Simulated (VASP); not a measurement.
# Zr (P6_3/mmc) in VASP: further runs

Runs on Zr. Level: LDA. Tasks: single point.

Everything below comes from runs of VASP 6.6.1. Logs are shortened: lines on timing, memory, paths and dates and some standing lists are left out, and cuts for length are marked.

### Step 1. The cell of the first run

Symmetry: P6_3/mmc, No. 194, hexagonal system. Conventional cell: a = 3.144 Å, b = 3.144 Å, c = 5.089 Å, α = 90.00°, β = 90.00°, γ = 120.00°. Zr (site symmetry -6m2) has 12 Zr at 3.13 to 3.14 Å within 4.1 Å.

### Step 2. Single point, LDA

Contents of INCAR:

```
PREC = Accurate ; ENCUT = 520
EDIFF = 1E-7 ; ISMEAR = 0
SIGMA = 0.01 ; LREAL = False
LASPH = True ; NELM = 80
ALGO = Normal ; ISIF = 2
LWAVE = False ; LCHARG = False
GGA = CA ; NBANDS = 19
```

Contents of KPOINTS:

```
regular mesh
0
Gamma
  12 12 6
```

Contents of POSCAR:

```
Zr
1.0
    3.1439658570      0.0000000000      0.0000000000
   -1.5719829285      2.7227543008      0.0000000000
    0.0000000000      0.0000000000      5.0894642375
Zr
2
Direct
    0.3333333333      0.6666666667      0.2500000000
    0.6666666667      0.3333333333      0.7500000000
```

Potentials or basis: VASP PAW LDA potentials, release 64 (Zr_sv).

Command:

```sh
> cat potpaw_LDA.64/Zr_sv/POTCAR > POTCAR
> mpirun -np 1 vasp_std > vasp.out
```

OUTCAR:

```text
PREC = Accurate
   ENCUT = 520
   EDIFF = 1E-7
   ISMEAR = 0
   LREAL = False
   LASPH = True
   NELM = 80
   ISIF = 2
   GGA = CA

 ion  position               nearest neighbor table
   1  0.333  0.667  0.250-   2 3.13   2 3.13   2 3.13   2 3.13   2 3.13   2 3.13
   2  0.667  0.333  0.750-   1 3.13   1 3.13   1 3.13   1 3.13   1 3.13   1 3.13

  LATTYP: Found a hexagonal cell.
 ALAT       =     3.1439658570
 C/A-ratio  =     1.6188039149

  Lattice vectors:

 A1 = (   3.1439658570,   0.0000000000,   0.0000000000)
 A2 = (  -1.5719829285,   2.7227543008,   0.0000000000)
 A3 = (   0.0000000000,   0.0000000000,   5.0894642375)

Analysis of symmetry for initial positions (statically):
=====================================================================
 Subroutine PRICEL returns:
 Original cell was already a primitive cell.

 Routine SETGRP: Setting up the symmetry group for a
 hexagonal supercell.

 Subroutine GETGRP returns: Found 24 space group operations
 (whereof 12 operations were pure point group operations)
 out of a pool of 24 trial point group operations.

The static configuration has the point symmetry D_3d.
 The point group associated with its full space group is D_6h.

Analysis of symmetry for dynamics (positions and initial velocities):
=====================================================================
 Subroutine PRICEL returns:
 Original cell was already a primitive cell.

 Routine SETGRP: Setting up the symmetry group for a
 hexagonal supercell.

 Subroutine GETGRP returns: Found 24 space group operations
 (whereof 12 operations were pure point group operations)
 out of a pool of 24 trial point group operations.

The dynamic configuration has the point symmetry D_3d.
 The point group associated with its full space group is D_6h.

 Subroutine INISYM returns: Found 24 space group operations
 (whereof 12 operations are pure point group operations),
 and found     1 'primitive' translations

----------------------------------------------------------------------------------------

                                     Primitive cell

  volume of cell :      43.5671

  direct lattice vectors                    reciprocal lattice vectors
     3.143965857  0.000000000  0.000000000     0.318069612  0.183637576  0.000000000
    -1.571982928  2.722754301  0.000000000     0.000000000  0.367275152  0.000000000
     0.000000000  0.000000000  5.089464237     0.000000000  0.000000000  0.196484336

  length of vectors
     3.143965857  3.143965857  5.089464237     0.367275152  0.367275152  0.196484336

  position of ions in fractional coordinates (direct lattice)
     0.333333333  0.666666667  0.250000000
     0.666666667  0.333333333  0.750000000

  ion indices of the primitive-cell ions
   primitive index   ion index
                 1           1
                 2           2

----------------------------------------------------------------------------------------

 KPOINTS: regular mesh

Automatic generation of k-mesh.
 Grid dimensions read from file:
 generate k-points for:   12   12    6

 Generating k-lattice:

  Cartesian coordinates                     Fractional coordinates (reciprocal lattice)
     0.026505801  0.015303131  0.000000000     0.083333333  0.000000000  0.000000000
     0.000000000  0.030606263  0.000000000     0.000000000  0.083333333  0.000000000
     0.000000000  0.000000000  0.032747389     0.000000000  0.000000000  0.166666667

  Length of vectors
     0.030606263  0.030606263  0.032747389

  Shift w.r.t. Gamma in fractional coordinates (k-lattice)
     0.000000000  0.000000000  0.000000000

 Subroutine IBZKPT returns following result:
 ===========================================

 Found     76 irreducible k-points:

 Following reciprocal coordinates:
            Coordinates               Weight
  0.000000  0.000000  0.000000      1.000000
  0.083333  0.000000  0.000000      6.000000
  0.166667  0.000000  0.000000      6.000000
  0.250000  0.000000  0.000000      6.000000
  0.333333  0.000000  0.000000      6.000000
  0.416667  0.000000  0.000000      6.000000
[... 16 lines left out ...]
  0.250000  0.000000  0.166667     12.000000
  0.333333  0.000000  0.166667     12.000000
 [... further k-points ...]
   k-points           NKPTS =     76   k-points in BZ     NKDIM =     76   number of bands    NBANDS=     19
   number of dos      NEDOS =    301   number of ions     NIONS =      2
   total plane-waves  NPLWV =  23040
   dimension x,y,z NGX =    24 NGY =   24 NGZ =   40
   dimension x,y,z NGXF=    48 NGYF=   48 NGZF=   80
   ions per type =               2
   NGX,Y,Z   is equivalent  to a cutoff of  12.69, 12.69, 13.07 a.u.
   NGXF,Y,Z  is equivalent  to a cutoff of  25.38, 25.38, 26.13 a.u.
 SYSTEM =  unknown system
   PREC   = accura    normal or accurate (medium, high low for compatibility)
   ISTART =      0    job   : 0-new  1-cont  2-samecut
   ICHARG =      2    charge: 1-file 2-atom 10-const
   ISPIN  =      1    spin polarized calculation?
   LNONCOLLINEAR =      F non collinear calculations
   LSORBIT =      F    spin-orbit coupling
   LASPH  =      T    aspherical Exc in radial PAW
   ENCUT  =  520.0 eV  38.22 Ry    6.18 a.u.   5.85  5.85  9.46*2*pi/ulx,y,z
   NELM   =     80;   NELMIN=  2; NELMDL= -5     # of ELM steps
   EDIFF  = 0.1E-06   stopping-criterion for ELM
   LREAL  =      F    real-space projection
   EDIFFG = 0.1E-05   stopping-criterion for IOM
   NSW    =      0    number of steps for IOM
   IBRION =     -1    ionic relax: 0-MD 1-quasi-New 2-CG
   NFREE  =      0    steps in history (QN), initial steepest desc. (CG)
   ISIF   =      2    stress and relaxation
   ISYM   =      2    0-nonsym 1-usesym 2-fastsym
   POTIM  = 0.5000    time-step for ionic-motion
   TEBEG  =    0.0;   TEEND  =   0.0 temperature during run
   PSTRESS=    0.0 pullay stress
   NELECT =      24.0000    total number of electrons
   NUPDOWN=      -1.0000    fix difference up-down
   EMIN   =  10.00;   EMAX   =-10.00  energy-range for DOS
   EFERMI =   0.00;   METHOD = LEGACY
   ISMEAR =     0;   SIGMA  =   0.01  broadening in eV -4-tet -1-fermi 0-gaus
   EFERMI_NEDOS =   21; number of points for ismear=-14 and -15
   IALGO  =     38    algorithm
   IMIX   =      4    mixing-type and parameters
     AMIX     =   0.40;   BMIX     =  1.00
     AMIX_MAG =   1.60;   BMIX_MAG =  1.00
  volume/ion in A,a.u.               =      21.78       147.00
  Fermi-wavevector in a.u.,A,eV,Ry     =   1.342020  2.536051 24.504349  1.801019
  Thomas-Fermi vector in A             =   2.470208
   LORBIT       =      0    0 simple, 1 ext, 2 COOP (PROOUT), +10 PAW based schemes
   GGA     = CA    functional components
   LHFCALC =     F    Hartree Fock is set to
   AEXX    =    0.0000 exact exchange contribution
   IVDW    =     0    specifies the selected vdW correction
   LEPSILON=     F    determine dielectric tensor
   LRPA    =     F    only Hartree local field effects (RPA)
 non-spin polarized calculation
 Gauss-broadening in eV      SIGMA  =   0.01
  energy-cutoff  :      520.00
  volume of cell :       43.57
 maximum number of plane-waves:      1194
 NGX is ok and might be reduce to    24
   NGX = 11   NGY = 11   NGZ = 19

 number of electron      23.9999999 magnetization

 Free energy of the ion-electron system (eV)
  ---------------------------------------------------
  ext. energy  EPLUGINS =         0.00000000
  ---------------------------------------------------
  free energy    TOTEN  =       -18.57927980 eV

  energy without entropy =      -18.57918993  energy(sigma->0) =      -18.57923487

 E-fermi :   9.5516     XC(G=0): -11.6007

 val. band max:        9.5493278015   @ k =   0.2500   0.2500   0.5000
 cond. band min:       9.5853311881   @ k =   0.3333   0.2500   0.5000
 fundamental gap:      0.0360033867
 Fermi energy:         9.5516105052

 k-point     1 :       0.0000    0.0000    0.0000
  band No.  band energies     occupation
      1     -38.8880      2.00000
      2     -38.6918      2.00000
      3     -17.6729      2.00000
      4     -16.5855      2.00000
      5     -16.5855      2.00000
      6     -16.4488      2.00000
[... 11 lines left out ...]
     18      11.8920      0.00000
     19      14.3052      0.00000

 k-point     2 :       0.0833    0.0000    0.0000
  band No.  band energies     occupation
      1     -38.8770      2.00000
      2     -38.6867      2.00000
      3     -17.6465      2.00000
      4     -16.6483      2.00000
      5     -16.6054      2.00000
      6     -16.4888      2.00000
[... 11 lines left out ...]
     18      11.7053      0.00000
     19      14.4408      0.00000

 k-point     3 :       0.1667    0.0000    0.0000
  band No.  band energies     occupation
      1     -38.8466      2.00000
      2     -38.6732      2.00000
      3     -17.5707      2.00000
      4     -16.8193      2.00000
      5     -16.6603      2.00000
      6     -16.6576      2.00000
[... 11 lines left out ...]
     18      11.8731      0.00000
     19      14.7133      0.00000

 k-point     4 :       0.2500    0.0000    0.0000
  band No.  band energies     occupation
      1     -38.8031      2.00000
      2     -38.6564      2.00000
      3     -17.4562      2.00000
      4     -17.0509      2.00000
      5     -16.8832      2.00000
      6     -16.7254      2.00000
[... 11 lines left out ...]
     18      12.7269      0.00000
     19      14.9531      0.00000

 k-point     5 :       0.3333    0.0000    0.0000
  band No.  band energies     occupation
      1     -38.7560      2.00000
      2     -38.6426      2.00000
      3     -17.3209      2.00000
      4     -17.2795      2.00000
      5     -17.0950      2.00000
      6     -16.7904      2.00000
[... 11 lines left out ...]
     18      13.7689      0.00000
     19      15.1047      0.00000
[... 334 lines left out ...]
      2     -38.6997      2.00000
      3     -17.5743      2.00000
      4     -16.6359      2.00000
      5     -16.5939      2.00000
      6     -16.5756      2.00000
[... 11 lines left out ...]
     18      12.1072      0.00000
     19      14.4580      0.00000

 k-point    22 :       0.1667    0.0000    0.1667
  band No.  band energies     occupation
      1     -38.8352      2.00000
      2     -38.6851      2.00000
      3     -17.5128      2.00000
      4     -16.8014      2.00000
      5     -16.7207      2.00000
      6     -16.6444      2.00000
[... 11 lines left out ...]
     18      12.0577      0.00000
     19      14.6514      0.00000

 k-point    23 :       0.2500    0.0000    0.1667
  band No.  band energies     occupation
      1     -38.7934      2.00000
      2     -38.6664      2.00000
      3     -17.4331      2.00000
      4     -17.0163      2.00000
      5     -16.9278      2.00000
      6     -16.7102      2.00000
[... 11 lines left out ...]
     18      12.6385      0.00000
     19      14.8118      0.00000

 k-point    24 :       0.3333    0.0000    0.1667
  band No.  band energies     occupation
      1     -38.7485      2.00000
      2     -38.6503      2.00000
      3     -17.4109      2.00000
      4     -17.1888      2.00000
      5     -17.0928      2.00000
      6     -16.7735      2.00000
[... 11 lines left out ...]
     18      13.5828      0.00000
     19      14.9360      0.00000

 [... further k-points ...]
[... 5 lines left out ...]
  --------------------------------------------------------------------------------------
  -------------------------------------------------------------------------------------
  Total        0.0863626      0.0863626     -0.1070611      0.0000000      0.0000000      0.0000000
  in kB        3.1759799      3.1759799     -3.9371676      0.0000000      0.0000000      0.0000000
  external PRESSURE =       0.8049307 kB  Pullay stress =       0.0000000 kB

 VOLUME and BASIS-vectors are now :
 -----------------------------------------------------------------------------
  energy-cutoff  :      520.00
  volume of cell :       43.57
      direct lattice vectors                 reciprocal lattice vectors
     3.143965857  0.000000000  0.000000000     0.318069612  0.183637576  0.000000000
    -1.571982928  2.722754301  0.000000000     0.000000000  0.367275152  0.000000000
     0.000000000  0.000000000  5.089464237     0.000000000  0.000000000  0.196484336

 POSITION                                       TOTAL-FORCE (eV/Angst)
 -----------------------------------------------------------------------------------
     -0.00000      1.81517      1.27237        -0.000000      0.000000      0.000000
      1.57198      0.90758      3.81710         0.000000     -0.000000      0.000000
 -----------------------------------------------------------------------------------
    total drift:                                0.000000     -0.000000      0.000000

  FREE ENERGIE OF THE ION-ELECTRON SYSTEM (eV)
  ---------------------------------------------------
  free  energy   TOTEN  =       -18.5792798018 eV

  energy  without entropy=      -18.5791899334  energy(sigma->0) =      -18.57923487
```

Run time: 28 s. Hardware: 1 thread of AMD EPYC 9R45 (Zen 5), shared host; peak memory 0.14 GiB.

What came out:

```
Free energy            : -18.5793 eV
Pressure               : 0.1 GPa
Band gap on the k mesh : zero (band 12 reaches 10.50 eV, above the bottom of band 13 at 9.34 eV)
```

Stress tensor (GPa, compression positive):
```
 0.32  0.00  0.00
 0.00  0.32  0.00
 0.00  0.00 -0.39
```

Levels at points of the mesh, in eV from the Fermi level:
```tsv
k point	band 9	band 10	band 11	band 12	band 13	band 14	band 15	band 16
(0.00, 0.00, 0.00)	-5.74	-3.22	0.86	0.87	0.87	1.40	1.58	1.58
(0.50, 0.00, 0.00)	-2.81	-2.60	-2.37	0.06	0.58	0.76	1.49	5.38
(0.00, 0.00, 0.50)	-3.98	-3.98	-0.03	-0.03	0.79	0.79	0.79	0.79
(0.50, 0.00, 0.50)	-3.07	-3.07	-1.25	-1.25	1.96	1.96	2.37	2.37
```

[end of part 1 of 2]
